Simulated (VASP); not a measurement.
# Ta3W (Fm-3m) in VASP: further runs, part 2 of 2

VASP 6.6.1. Earlier steps stand in the parts before.

## 3. Single point, LDA

This run uses another cell than the first one, of 18.83 Å³/atom, 1.038 times its volume.

INCAR

```
ALGO = Normal
EDIFF = 1E-7
ENCUT = 520
GGA = CA
ISIF = 2
ISMEAR = -1
LASPH = True
LCHARG = False
LREAL = False
LWAVE = False
NBANDS = 32
NELM = 80
PREC = Accurate
SIGMA = 0.1
```

KPOINTS

```
k-points
0
Gamma
  6 6 6
```

POSCAR

```
Ta3W
1.0
    0.0000000000      3.3520723462      3.3520723462
    3.3520723462      0.0000000000      3.3520723462
    3.3520723462      3.3520723462      0.0000000000
Ta W
3 1
Direct
    0.2500000000      0.2500000000      0.2500000000
    0.7500000000      0.7500000000      0.7500000000
    0.5000000000      0.5000000000      0.5000000000
    0.0000000000      0.0000000000      0.0000000000
```

Potentials or basis: VASP PAW LDA potentials, release 64 (Ta_pv, W_sv).

Run with:

```
$ cat potpaw_LDA.64/Ta_pv/POTCAR potpaw_LDA.64/W_sv/POTCAR > POTCAR
$ mpirun -np 1 vasp_std > vasp.out
```

OUTCAR:

```text
EDIFF = 1E-7
   ENCUT = 520
   GGA = CA
   ISIF = 2
   ISMEAR = -1
   LASPH = True
   LREAL = False
   NELM = 80
   PREC = Accurate

 ion  position               nearest neighbor table
   1  0.250  0.250  0.250-   4 2.90   4 2.90   4 2.90   3 2.90   4 2.90   3 2.90   3 2.90   3 2.90
                             2 3.35   2 3.35   2 3.35   2 3.35   2 3.35   2 3.35
   2  0.750  0.750  0.750-   3 2.90   3 2.90   3 2.90   3 2.90   4 2.90   4 2.90   4 2.90   4 2.90
                             1 3.35   1 3.35   1 3.35   1 3.35   1 3.35   1 3.35
   3  0.500  0.500  0.500-   1 2.90   1 2.90   1 2.90   1 2.90   2 2.90   2 2.90   2 2.90   2 2.90
                             4 3.35   4 3.35   4 3.35   4 3.35   4 3.35   4 3.35
   4  0.000  0.000  0.000-   2 2.90   2 2.90   2 2.90   1 2.90   2 2.90   1 2.90   1 2.90   1 2.90
                             3 3.35   3 3.35   3 3.35   3 3.35   3 3.35   3 3.35

  LATTYP: Found a face centered cubic cell.
 ALAT       =     6.7041446924

  Lattice vectors:

 A1 = (   0.0000000000,   3.3520723462,   3.3520723462)
 A2 = (   3.3520723462,   0.0000000000,   3.3520723462)
 A3 = (   3.3520723462,   3.3520723462,   0.0000000000)

Analysis of symmetry for initial positions (statically):
=====================================================================
 Subroutine PRICEL returns:
 Original cell was already a primitive cell.

 Routine SETGRP: Setting up the symmetry group for a
 face centered cubic supercell.

 Subroutine GETGRP returns: Found 48 space group operations
 (whereof 48 operations were pure point group operations)
 out of a pool of 48 trial point group operations.

The static configuration has the point symmetry O_h .

Analysis of symmetry for dynamics (positions and initial velocities):
=====================================================================
 Subroutine PRICEL returns:
 Original cell was already a primitive cell.

 Routine SETGRP: Setting up the symmetry group for a
 face centered cubic supercell.

 Subroutine GETGRP returns: Found 48 space group operations
 (whereof 48 operations were pure point group operations)
 out of a pool of 48 trial point group operations.

The dynamic configuration has the point symmetry O_h .

 Subroutine INISYM returns: Found 48 space group operations
 (whereof 48 operations are pure point group operations),
 and found     1 'primitive' translations

----------------------------------------------------------------------------------------

                                     Primitive cell

  volume of cell :      75.3304

  direct lattice vectors                    reciprocal lattice vectors
     0.000000000  3.352072346  3.352072346    -0.149161458  0.149161458  0.149161458
     3.352072346  0.000000000  3.352072346     0.149161458 -0.149161458  0.149161458
     3.352072346  3.352072346  0.000000000     0.149161458  0.149161458 -0.149161458

  length of vectors
     4.740546174  4.740546174  4.740546174     0.258355225  0.258355225  0.258355225

  position of ions in fractional coordinates (direct lattice)
     0.250000000  0.250000000  0.250000000
     0.750000000  0.750000000  0.750000000
     0.500000000  0.500000000  0.500000000
     0.000000000  0.000000000  0.000000000

  ion indices of the primitive-cell ions
   primitive index   ion index
                 1           1
                 2           2
[... 26 lines left out ...]

 Found     16 irreducible k-points:

 Following reciprocal coordinates:
            Coordinates               Weight
  0.000000  0.000000  0.000000      1.000000
  0.166667  0.000000  0.000000      8.000000
  0.333333  0.000000  0.000000      8.000000
  0.500000  0.000000  0.000000      4.000000
  0.166667  0.166667  0.000000      6.000000
  0.333333  0.166667  0.000000     24.000000
[... 8 lines left out ...]
 -0.333333  0.333333  0.166667     24.000000
 -0.333333  0.500000  0.166667     12.000000
   k-points           NKPTS =     16   k-points in BZ     NKDIM =     16   number of bands    NBANDS=     32
   number of dos      NEDOS =    301   number of ions     NIONS =      4
   total plane-waves  NPLWV =  46656
   dimension x,y,z NGX =    36 NGY =   36 NGZ =   36
   dimension x,y,z NGXF=    72 NGYF=   72 NGZF=   72
   ions per type =               3   1
   NGX,Y,Z   is equivalent  to a cutoff of  12.62, 12.62, 12.62 a.u.
   NGXF,Y,Z  is equivalent  to a cutoff of  25.25, 25.25, 25.25 a.u.
 SYSTEM =  unknown system
   PREC   = accura    normal or accurate (medium, high low for compatibility)
   ISTART =      0    job   : 0-new  1-cont  2-samecut
   ICHARG =      2    charge: 1-file 2-atom 10-const
   ISPIN  =      1    spin polarized calculation?
   LNONCOLLINEAR =      F non collinear calculations
   LSORBIT =      F    spin-orbit coupling
   LASPH  =      T    aspherical Exc in radial PAW
   ENCUT  =  520.0 eV  38.22 Ry    6.18 a.u.   8.81  8.81  8.81*2*pi/ulx,y,z
   NELM   =     80;   NELMIN=  2; NELMDL= -5     # of ELM steps
   EDIFF  = 0.1E-06   stopping-criterion for ELM
   LREAL  =      F    real-space projection
   EDIFFG = 0.1E-05   stopping-criterion for IOM
   NSW    =      0    number of steps for IOM
   IBRION =     -1    ionic relax: 0-MD 1-quasi-New 2-CG
   NFREE  =      0    steps in history (QN), initial steepest desc. (CG)
   ISIF   =      2    stress and relaxation
   ISYM   =      2    0-nonsym 1-usesym 2-fastsym
   POTIM  = 0.5000    time-step for ionic-motion
   TEBEG  =    0.0;   TEEND  =   0.0 temperature during run
   PSTRESS=    0.0 pullay stress
   NELECT =      47.0000    total number of electrons
   NUPDOWN=      -1.0000    fix difference up-down
   EMIN   =  10.00;   EMAX   =-10.00  energy-range for DOS
   EFERMI =   0.00;   METHOD = LEGACY
   ISMEAR =    -1;   SIGMA  =   0.10  broadening in eV -4-tet -1-fermi 0-gaus
   EFERMI_NEDOS =   21; number of points for ismear=-14 and -15
   IALGO  =     38    algorithm
   IMIX   =      4    mixing-type and parameters
     AMIX     =   0.40;   BMIX     =  1.00
     AMIX_MAG =   1.60;   BMIX_MAG =  1.00
  volume/ion in A,a.u.               =      18.83       127.09
  Fermi-wavevector in a.u.,A,eV,Ry     =   1.398892  2.643522 26.625210  1.956898
  Thomas-Fermi vector in A             =   2.522005
   LORBIT       =      0    0 simple, 1 ext, 2 COOP (PROOUT), +10 PAW based schemes
   GGA     = CA    functional components
   LHFCALC =     F    Hartree Fock is set to
   AEXX    =    0.0000 exact exchange contribution
   IVDW    =     0    specifies the selected vdW correction
   LEPSILON=     F    determine dielectric tensor
   LRPA    =     F    only Hartree local field effects (RPA)
 non-spin polarized calculation
  energy-cutoff  :      520.00
  volume of cell :       75.33
 maximum number of plane-waves:      2085
   NGX = 17   NGY = 17   NGZ = 17

 number of electron      46.9999997 magnetization

 Free energy of the ion-electron system (eV)
  ---------------------------------------------------
  ext. energy  EPLUGINS =         0.00000000
  ---------------------------------------------------
  free energy    TOTEN  =       -52.20672742 eV

  energy without entropy =      -52.05565083  energy(sigma->0) =      -52.13118912

 E-fermi :   5.8568     XC(G=0): -12.6480

 val. band max:        5.7867109946   @ k =   0.3333   0.1667   0.0000
 cond. band min:       5.8603740866   @ k =   0.3333   0.1667   0.0000
 fundamental gap:      0.0736630920
 Fermi energy:         5.8567943011

 k-point     1 :       0.0000    0.0000    0.0000
  band No.  band energies     occupation
      1     -67.1174      2.00000
      2     -31.5496      2.00000
      3     -31.5496      2.00000
      4     -31.5496      2.00000
      5     -27.9402      2.00000
      6     -27.9402      2.00000
[... 549 lines left out ...]
     31      10.0838      0.00000
     32      10.1419      0.00000

------------------------ aborting loop because EDIFF is reached ----------------------------------------

  FORCE on cell =-STRESS in cart. coord.  units (eV):
  Direction    XX          YY          ZZ          XY          YZ          ZX
  --------------------------------------------------------------------------------------
  -------------------------------------------------------------------------------------
  Total      -10.7847829    -10.7847829    -10.7847829     -0.0000000      0.0000000     -0.0000000
  in kB     -229.3780426   -229.3780426   -229.3780426     -0.0000000      0.0000000     -0.0000000
  external PRESSURE =    -229.3780426 kB  Pullay stress =       0.0000000 kB

 VOLUME and BASIS-vectors are now :
 -----------------------------------------------------------------------------
  energy-cutoff  :      520.00
  volume of cell :       75.33
      direct lattice vectors                 reciprocal lattice vectors
     0.000000000  3.352072346  3.352072346    -0.149161458  0.149161458  0.149161458
     3.352072346  0.000000000  3.352072346     0.149161458 -0.149161458  0.149161458
     3.352072346  3.352072346  0.000000000     0.149161458  0.149161458 -0.149161458

 POSITION                                       TOTAL-FORCE (eV/Angst)
 -----------------------------------------------------------------------------------
      1.67604      1.67604      1.67604         0.000000      0.000000     -0.000000
      5.02811      5.02811      5.02811        -0.000000     -0.000000      0.000000
      3.35207      3.35207      3.35207        -0.000000     -0.000000     -0.000000
      0.00000      0.00000      0.00000        -0.000000     -0.000000     -0.000000
 -----------------------------------------------------------------------------------
    total drift:                                0.000000      0.000000      0.000000

  FREE ENERGIE OF THE ION-ELECTRON SYSTEM (eV)
  ---------------------------------------------------
  free  energy   TOTEN  =       -52.2067274216 eV

  energy  without entropy=      -52.0556508270  energy(sigma->0) =      -52.13118912
```

OSZICAR:

```text
N       E                     dE             d eps       ncg     rms          rms(c)
DAV:   1     0.460492455948E+03    0.46049E+03   -0.25066E+04  1024   0.154E+03
DAV:   2    -0.350207703796E+02   -0.49551E+03   -0.47951E+03  1128   0.467E+02
DAV:   3    -0.542344925462E+02   -0.19214E+02   -0.18256E+02  1312   0.848E+01
DAV:   4    -0.546194505612E+02   -0.38496E+00   -0.38102E+00  1224   0.112E+01
DAV:   5    -0.546291284778E+02   -0.96779E-02   -0.96705E-02  1304   0.152E+00    0.267E+01
DAV:   6    -0.527347939336E+02    0.18943E+01   -0.29142E+00  1208   0.111E+01    0.111E+01
DAV:   7    -0.523756269062E+02    0.35917E+00   -0.20883E+00  1312   0.746E+00    0.275E+00
DAV:   8    -0.522141921050E+02    0.16143E+00   -0.56965E-01  1224   0.396E+00    0.927E-01
DAV:   9    -0.522080432976E+02    0.61488E-02   -0.23698E-02  1272   0.116E+00    0.487E-01
DAV:  10    -0.522067167019E+02    0.13266E-02   -0.27974E-03  1320   0.468E-01    0.101E-01
DAV:  11    -0.522067309324E+02   -0.14231E-04   -0.14837E-04  1264   0.923E-02    0.536E-02
DAV:  12    -0.522067284748E+02    0.24577E-05   -0.30515E-05  1296   0.441E-02    0.103E-02
DAV:  13    -0.522067274176E+02    0.10571E-05   -0.31721E-06  1320   0.128E-02    0.143E-03
DAV:  14    -0.522067274216E+02   -0.39954E-08   -0.10459E-07   864   0.202E-03
   1 F= -.52206727E+02 E0= -.52131189E+02  d E =-.151077E+00
```

Wall time 19 s (1 thread of Intel Xeon 6975P-C (Granite Rapids), shared host); peak memory 0.18 GiB.

Results:

| Quantity | Value |
| --- | --- |
| Free energy | -52.2067 eV |
| Pressure | -22.9 GPa |

Caveat: spin-orbit coupling is left out, which moves the levels of the heavy elements.

## 4. Single point, LDA

This run uses another cell than the first one, of 19.53 Å³/atom, 1.077 times its volume.

INCAR

```
SYSTEM = Ta3W
PREC = Accurate
ENCUT = 520
EDIFF = 1E-6
ISMEAR = -1
SIGMA = 0.1
LREAL = .FALSE.
LASPH = .TRUE.
NELM = 60
ALGO = Normal
ISIF = 2
LWAVE = .FALSE.
LCHARG = .FALSE.
NBANDS = 32
```

KPOINTS

```
Automatic mesh
0
G
  6 6 6
  0 0 0
```

POSCAR

```
Ta3W
1.0
    0.0000000000      3.3929553064      3.3929553064
    3.3929553064      0.0000000000      3.3929553064
    3.3929553064      3.3929553064      0.0000000000
Ta W
3 1
Direct
    0.2500000000      0.2500000000      0.2500000000
    0.7500000000      0.7500000000      0.7500000000
    0.5000000000      0.5000000000      0.5000000000
    0.0000000000      0.0000000000      0.0000000000
```

Run with:

```
$ cat potpaw_LDA.64/Ta_pv/POTCAR potpaw_LDA.64/W_sv/POTCAR > POTCAR
$ mpirun -np 1 vasp_std > vasp.out
```

It took 17 s on 1 thread of Intel Xeon 6975P-C (Granite Rapids), shared host; peak memory 0.18 GiB.

Results (log left out):

* Free energy: -51.7633 eV
* Pressure: -27.9 GPa

Levels at points of the mesh, in eV from the Fermi level:
```
           k point  band 21  band 22  band 23  band 24  band 25  band 26
(0.00, 0.00, 0.00)    -1.24    -1.24     0.42     0.42     0.42     3.03
(0.50, 0.00, 0.00)    -1.39    -1.25    -1.25    -0.91    -0.91     3.02
(0.50, 0.50, 0.00)    -0.74     0.73     0.73     1.08     1.08     1.31
```

Caveat: spin-orbit coupling is left out, which moves the levels of the heavy elements.

## 5. Summary

```tsv
cell	gap on the mesh (eV)	pressure (GPa)
a = 4.681 Å, angles 60.0°, 4 atoms	none	-16.8
a = 4.741 Å, angles 60.0°, 4 atoms	none	-22.9
a = 4.798 Å, angles 60.0°, 4 atoms	none	-27.9
```

Alike in all rows: task single point; level LDA; potentials or basis VASP PAW LDA potentials, release 64 (Ta_pv, W_sv); no spin polarisation; k mesh 6 × 6 × 6; cutoff (eV) 520; smearing fermi-dirac 0.1 eV.

Caveats: spin-orbit coupling is left out, which moves the levels of the heavy elements.

Absolute energies hang on the potentials; compare differences alone.
